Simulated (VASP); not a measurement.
# Co4W (P6_3/mmc) in VASP: single point with PBE

Aim: the single point of Co4W with PBE.

Everything below comes from runs of VASP 6.6.1. Logs are shortened: lines on timing, memory, paths and dates and some standing lists are left out, and cuts for length are marked.

### Step 1. The cell of the first run

The structure is hexagonal, space group P6_3/mmc (No. 194). Conventional cell: a = 2.591 Å, b = 2.591 Å, c = 20.350 Å, α = 90.00°, β = 90.00°, γ = 120.00°. Within 3.3 Å of Co (site symmetry 3m) lie 12 Co at 2.53 to 2.59 Å. Within 3.3 Å of Co (site symmetry 3m) lie 3 W at 2.53 Å and 9 Co at 2.53 to 2.59 Å. Within 3.3 Å of W (site symmetry -6m2) lie 6 Co at 2.53 Å and 6 W at 2.59 Å.

### Step 2. Single point, PBE, collinear spin, ferrimagnetic start

File INCAR:

```
  PREC = Accurate
  ENCUT = 520
  EDIFF = 1E-6
  ISMEAR = 0
  SIGMA = 0.1
  LREAL = False
  LASPH = True
  NELM = 150
  ALGO = Normal
  ISIF = 2
  LWAVE = False
  LCHARG = False
  ISPIN = 2
  MAGMOM = 3 3 3 -3 -3 3 -3 3 0 0
  LORBIT = 11
  LMAXMIX = 4
  GGA = PE
  NBANDS = 65
```

File KPOINTS:

```
regular mesh
0
Gamma
  6 6 1
```

File POSCAR:

```
Co4W
1.0
    2.5914678400      0.0000000000      0.0000000000
   -1.2957339200      2.2442769800      0.0000000000
    0.0000000000      0.0000000000     20.3504158800
Co W
8 2
Direct
    0.3333333300      0.6666666700      0.9500000000
    0.3333333300      0.6666666700      0.1500000000
    0.3333333300      0.6666666700      0.3500000000
    0.3333333300      0.6666666700      0.5500000000
    0.6666666700      0.3333333300      0.8500000000
    0.6666666700      0.3333333300      0.0500000000
    0.6666666700      0.3333333300      0.4500000000
    0.6666666700      0.3333333300      0.6500000000
    0.3333333300      0.6666666700      0.7500000000
    0.6666666700      0.3333333300      0.2500000000
```

Potentials or basis: VASP PAW PBE potentials, release 64 (Co, W_sv).

Started as:

```bash
$ cat potpaw_PBE.64/Co/POTCAR potpaw_PBE.64/W_sv/POTCAR > POTCAR
$ mpirun -np 1 vasp_std > vasp.out
```

OUTCAR:

```text
PREC = Accurate
   ENCUT = 520
   EDIFF = 1E-6
   ISMEAR = 0
   LREAL = False
   LASPH = True
   NELM = 150
   ISIF = 2
   ISPIN = 2
   LORBIT = 11
   GGA = PE

 ion  position               nearest neighbor table
   1  0.333  0.667  0.950-   6 2.53   5 2.53   6 2.53   5 2.53   6 2.53   5 2.53
   2  0.333  0.667  0.150-   6 2.53  10 2.53   6 2.53  10 2.53   6 2.53  10 2.53
   3  0.333  0.667  0.350-   7 2.53  10 2.53   7 2.53  10 2.53   7 2.53  10 2.53
   4  0.333  0.667  0.550-   7 2.53   8 2.53   7 2.53   8 2.53   7 2.53   8 2.53
   5  0.667  0.333  0.850-   1 2.53   9 2.53   1 2.53   9 2.53   1 2.53   9 2.53
   6  0.667  0.333  0.050-   1 2.53   2 2.53   1 2.53   2 2.53   1 2.53   2 2.53
   7  0.667  0.333  0.450-   4 2.53   3 2.53   4 2.53   3 2.53   4 2.53   3 2.53
   8  0.667  0.333  0.650-   4 2.53   9 2.53   4 2.53   9 2.53   4 2.53   9 2.53
   9  0.333  0.667  0.750-   5 2.53   8 2.53   5 2.53   8 2.53   5 2.53   8 2.53
  10  0.667  0.333  0.250-   2 2.53   3 2.53   2 2.53   3 2.53   2 2.53   3 2.53

  LATTYP: Found a hexagonal cell.
 ALAT       =     2.5914678400
 C/A-ratio  =     7.8528529530

  Lattice vectors:

 A1 = (   2.5914678400,   0.0000000000,   0.0000000000)
 A2 = (  -1.2957339200,   2.2442769800,   0.0000000000)
 A3 = (   0.0000000000,   0.0000000000,  20.3504158800)

Analysis of symmetry for initial positions (statically):
=====================================================================
 Subroutine PRICEL returns:
 Original cell was already a primitive cell.

 Routine SETGRP: Setting up the symmetry group for a
 hexagonal supercell.

 Subroutine GETGRP returns: Found 24 space group operations
 (whereof 12 operations were pure point group operations)
 out of a pool of 24 trial point group operations.

The static configuration has the point symmetry D_3d.
 The point group associated with its full space group is D_6h.

Analysis of symmetry for dynamics (positions and initial velocities):
=====================================================================
 Subroutine PRICEL returns:
 Original cell was already a primitive cell.

 Routine SETGRP: Setting up the symmetry group for a
 hexagonal supercell.

 Subroutine GETGRP returns: Found 24 space group operations
 (whereof 12 operations were pure point group operations)
 out of a pool of 24 trial point group operations.

The dynamic configuration has the point symmetry D_3d.
 The point group associated with its full space group is D_6h.

Analysis of structural, dynamic, and magnetic symmetry:
=====================================================================
 Subroutine PRICEL returns:
 Original cell was already a primitive cell.

 Routine SETGRP: Setting up the symmetry group for a
 hexagonal supercell.

 Subroutine GETGRP returns: Found  6 space group operations
 (whereof  6 operations were pure point group operations)
 out of a pool of 24 trial point group operations.

The overall configuration has the point symmetry C_3v.

 Subroutine INISYM returns: Found  6 space group operations
 (whereof  6 operations are pure point group operations),
 and found     1 'primitive' translations

----------------------------------------------------------------------------------------

                                     Primitive cell

  volume of cell :     118.3574

  direct lattice vectors                    reciprocal lattice vectors
     2.591467840  0.000000000  0.000000000     0.385881694  0.222788900  0.000000000
    -1.295733920  2.244276980  0.000000000     0.000000000  0.445577800  0.000000000
     0.000000000  0.000000000 20.350415880     0.000000000  0.000000000  0.049139045

  length of vectors
     2.591467840  2.591467838 20.350415880     0.445577800  0.445577800  0.049139045

  position of ions in fractional coordinates (direct lattice)
     0.333333330  0.666666670  0.950000000
     0.333333330  0.666666670  0.150000000
     0.333333330  0.666666670  0.350000000
     0.333333330  0.666666670  0.550000000
     0.666666670  0.333333330  0.850000000
     0.666666670  0.333333330  0.050000000
     0.666666670  0.333333330  0.450000000
     0.666666670  0.333333330  0.650000000
     0.333333330  0.666666670  0.750000000
     0.666666670  0.333333330  0.250000000

  ion indices of the primitive-cell ions
   primitive index   ion index
                 1           1
                 2           2
                 3           3
                 4           4
                 5           5
                 6           6
                 7           7
                 8           8
                 9           9
                10          10

----------------------------------------------------------------------------------------

 KPOINTS: regular mesh

Automatic generation of k-mesh.
 Grid dimensions read from file:
 generate k-points for:    6    6    1

 Generating k-lattice:

  Cartesian coordinates                     Fractional coordinates (reciprocal lattice)
     0.064313616  0.037131483  0.000000000     0.166666667  0.000000000  0.000000000
     0.000000000  0.074262967  0.000000000     0.000000000  0.166666667  0.000000000
     0.000000000  0.000000000  0.049139045     0.000000000  0.000000000  1.000000000

  Length of vectors
     0.074262967  0.074262967  0.049139045

  Shift w.r.t. Gamma in fractional coordinates (k-lattice)
     0.000000000  0.000000000  0.000000000

 Subroutine IBZKPT returns following result:
 ===========================================

 Found      7 irreducible k-points:

 Following reciprocal coordinates:
            Coordinates               Weight
  0.000000  0.000000  0.000000      1.000000
  0.166667 -0.000000  0.000000      6.000000
  0.333333 -0.000000  0.000000      6.000000
  0.500000 -0.000000  0.000000      3.000000
  0.166667  0.166667  0.000000      6.000000
  0.333333  0.166667  0.000000     12.000000
  0.333333  0.333333  0.000000      2.000000
   k-points           NKPTS =      7   k-points in BZ     NKDIM =      7   number of bands    NBANDS=     65
   number of dos      NEDOS =    301   number of ions     NIONS =     10
   total plane-waves  NPLWV =  64000
   dimension x,y,z NGX =    20 NGY =   20 NGZ =  160
   dimension x,y,z NGXF=    40 NGYF=   40 NGZF=  320
   ions per type =               8   2
   NGX,Y,Z   is equivalent  to a cutoff of  12.83, 12.83, 13.07 a.u.
   NGXF,Y,Z  is equivalent  to a cutoff of  25.66, 25.66, 26.14 a.u.
 SYSTEM =  unknown system
   PREC   = accura    normal or accurate (medium, high low for compatibility)
   ISTART =      0    job   : 0-new  1-cont  2-samecut
   ICHARG =      2    charge: 1-file 2-atom 10-const
   ISPIN  =      2    spin polarized calculation?
   LNONCOLLINEAR =      F non collinear calculations
   LSORBIT =      F    spin-orbit coupling
   LASPH  =      T    aspherical Exc in radial PAW
   ENCUT  =  520.0 eV  38.22 Ry    6.18 a.u.   4.82  4.82 37.84*2*pi/ulx,y,z
   NELM   =    150;   NELMIN=  2; NELMDL= -5     # of ELM steps
   EDIFF  = 0.1E-05   stopping-criterion for ELM
   LREAL  =      F    real-space projection
   EDIFFG = 0.1E-04   stopping-criterion for IOM
   NSW    =      0    number of steps for IOM
   IBRION =     -1    ionic relax: 0-MD 1-quasi-New 2-CG
   NFREE  =      0    steps in history (QN), initial steepest desc. (CG)
   ISIF   =      2    stress and relaxation
   ISYM   =      2    0-nonsym 1-usesym 2-fastsym
   POTIM  = 0.5000    time-step for ionic-motion
   TEBEG  =    0.0;   TEEND  =   0.0 temperature during run
   PSTRESS=    0.0 pullay stress
   NELECT =     100.0000    total number of electrons
   NUPDOWN=      -1.0000    fix difference up-down
   EMIN   =  10.00;   EMAX   =-10.00  energy-range for DOS
   EFERMI =   0.00;   METHOD = LEGACY
   ISMEAR =     0;   SIGMA  =   0.10  broadening in eV -4-tet -1-fermi 0-gaus
   EFERMI_NEDOS =   21; number of points for ismear=-14 and -15
   IALGO  =     38    algorithm
   IMIX   =      4    mixing-type and parameters
     AMIX     =   0.40;   BMIX     =  1.00
     AMIX_MAG =   1.60;   BMIX_MAG =  1.00
  volume/ion in A,a.u.               =      11.84        79.87
  Fermi-wavevector in a.u.,A,eV,Ry     =   1.547663  2.924658 32.589487  2.395260
  Thomas-Fermi vector in A             =   2.652724
   LORBIT       =     11    0 simple, 1 ext, 2 COOP (PROOUT), +10 PAW based schemes
   GGA     = PE    functional components
   LHFCALC =     F    Hartree Fock is set to
   AEXX    =    0.0000 exact exchange contribution
   IVDW    =     0    specifies the selected vdW correction
   LEPSILON=     F    determine dielectric tensor
   LRPA    =     F    only Hartree local field effects (RPA)
 spin polarized calculation
 Gauss-broadening in eV      SIGMA  =   0.10
  energy-cutoff  :      520.00
  volume of cell :      118.36
 maximum number of plane-waves:      3216
 NGX is ok and might be reduce to    20
   NGX =  9   NGY =  9   NGZ = 75

 number of electron     100.0000041 magnetization       0.0055743

 number of electron     100.0000041 magnetization      -0.0058885

 Free energy of the ion-electron system (eV)
  ---------------------------------------------------
  ext. energy  EPLUGINS =         0.00000000
  ---------------------------------------------------
  free energy    TOTEN  =       -80.10110040 eV

  energy without entropy =      -80.07965101  energy(sigma->0) =      -80.09037570

 E-fermi :  10.4044     XC(G=0): -13.4300

 val. band max:       10.3604778771   @ k =   0.1667   0.1667   0.0000
 cond. band min:      10.4928411567   @ k =   0.3333  -0.0000   0.0000
 fundamental gap:      0.1323632796
 Fermi energy:        10.4044377816

 spin component 1

 k-point     1 :       0.0000    0.0000    0.0000
  band No.  band energies     occupation
      1     -63.2832      1.00000
      2     -63.2830      1.00000
      3     -27.6992      1.00000
      4     -27.6991      1.00000
      5     -26.5341      1.00000
      6     -26.5341      1.00000
[... 444 lines left out ...]
     61      15.2217      0.00000
     62      15.7220      0.00000
 Fermi energy:        10.4044377816

 spin component 2

 k-point     1 :       0.0000    0.0000    0.0000
  band No.  band energies     occupation
      1     -63.2834      1.00000
      2     -63.2830      1.00000
      3     -27.6996      1.00000
      4     -27.6990      1.00000
      5     -26.5345      1.00000
      6     -26.5345      1.00000
[... 444 lines left out ...]
     61      15.2215      0.00000
     62      15.7217      0.00000
 [bands above 62 left out]

------------------------ aborting loop because EDIFF is reached ----------------------------------------

  FORCE on cell =-STRESS in cart. coord.  units (eV):
  Direction    XX          YY          ZZ          XY          YZ          ZX
  --------------------------------------------------------------------------------------
  -------------------------------------------------------------------------------------
  Total        5.1488873      5.1488872      5.0835661     -0.0000000     -0.0000000      0.0000000
  in kB       69.6992970     69.6992968     68.8150598     -0.0000000     -0.0000000      0.0000000
  external PRESSURE =      69.4045512 kB  Pullay stress =       0.0000000 kB

 VOLUME and BASIS-vectors are now :
 -----------------------------------------------------------------------------
  energy-cutoff  :      520.00
  volume of cell :      118.36
      direct lattice vectors                 reciprocal lattice vectors
     2.591467840  0.000000000  0.000000000     0.385881694  0.222788900  0.000000000
    -1.295733920  2.244276980  0.000000000     0.000000000  0.445577800  0.000000000
     0.000000000  0.000000000 20.350415880     0.000000000  0.000000000  0.049139045

 POSITION                                       TOTAL-FORCE (eV/Angst)
 -----------------------------------------------------------------------------------
     -0.00000      1.49618     19.33290        -0.000000      0.000000      0.451087
     -0.00000      1.49618      3.05256        -0.000000      0.000000     -1.194145
     -0.00000      1.49618      7.12265        -0.000000      0.000000      1.194102
     -0.00000      1.49618     11.19273        -0.000000      0.000000     -0.450477
      1.29573      0.74809     17.29785        -0.000000      0.000000      1.193908
      1.29573      0.74809      1.01752        -0.000000      0.000000     -0.449436
      1.29573      0.74809      9.15769        -0.000000      0.000000      0.451824
      1.29573      0.74809     13.22777        -0.000000      0.000000     -1.194477
     -0.00000      1.49618     15.26281        -0.000000      0.000000      0.000129
      1.29573      0.74809      5.08760         0.000000     -0.000000     -0.002515
 -----------------------------------------------------------------------------------
    total drift:                               -0.000000      0.000000     -0.001585

  FREE ENERGIE OF THE ION-ELECTRON SYSTEM (eV)
  ---------------------------------------------------
  free  energy   TOTEN  =       -80.1011004006 eV

  energy  without entropy=      -80.0796510087  energy(sigma->0) =      -80.09037570

 total charge

# of ion       s       p       d       tot
------------------------------------------
    1        0.456   0.449   7.210   8.115
    2        0.487   0.527   7.333   8.347
    3        0.487   0.527   7.332   8.345
    4        0.456   0.449   7.210   8.115
    5        0.487   0.527   7.332   8.346
    6        0.456   0.449   7.210   8.115
    7        0.456   0.449   7.210   8.114
    8        0.487   0.527   7.332   8.346
    9        2.472   6.380   3.648  12.501
   10        2.472   6.380   3.648  12.500
--------------------------------------------------
tot          8.715  16.665  65.464  90.844

 magnetization (x)

# of ion       s       p       d       tot
------------------------------------------
    1       -0.012  -0.050   1.703   1.641
    2       -0.006  -0.039   0.793   0.747
    3        0.006   0.039  -0.793  -0.748
    4        0.012   0.050  -1.702  -1.641
    5       -0.006  -0.039   0.793   0.748
    6       -0.012  -0.050   1.703   1.641
    7        0.012   0.050  -1.703  -1.641
    8        0.006   0.039  -0.794  -0.748
    9       -0.000  -0.000  -0.000  -0.000
   10        0.000   0.000   0.000   0.000
--------------------------------------------------
tot          0.000   0.000  -0.002  -0.002
```

It took 8 min on 1 thread of Intel Xeon Platinum 8175M at 2.50GHz (Skylake/Cascade Lake), shared host; peak memory 0.33 GiB.

Results:

* Free energy: -80.1011 eV
* Pressure: 6.9 GPa
* Largest force: 1.194 eV/Å
* Band gap on the k mesh: zero (filled and empty bands overlap)
* Net moment: -0.01 μB per cell
* Site moments: Co +1.64, +0.75, -0.75, -1.64 (each value once); W -0.00, +0.00 μB
* Valence electrons inside the program's atomic spheres: Co 8.12, 8.35, 8.11 (each value once); W 12.50

Forces on the atoms (eV/Å):
```
Co   0.000  0.000  0.451
Co   0.000  0.000 -1.194
Co   0.000  0.000  1.194
Co   0.000  0.000 -0.450
Co   0.000  0.000  1.194
Co   0.000  0.000 -0.449
Co   0.000  0.000  0.452
Co   0.000  0.000 -1.194
W    0.000  0.000  0.000
W    0.000  0.000 -0.003
```

Stress tensor (GPa, compression positive):
```
6.97 0.00 0.00
0.00 6.97 0.00
0.00 0.00 6.88
```

Caveat: the k points lie up to 0.47 Å⁻¹ apart, too coarse for converged energies and pressures of a metal; spin-orbit coupling is left out, which moves the levels of the heavy elements; forces of over 1 eV/Å act on the atoms, so gaps and moduli don't describe the material at rest.
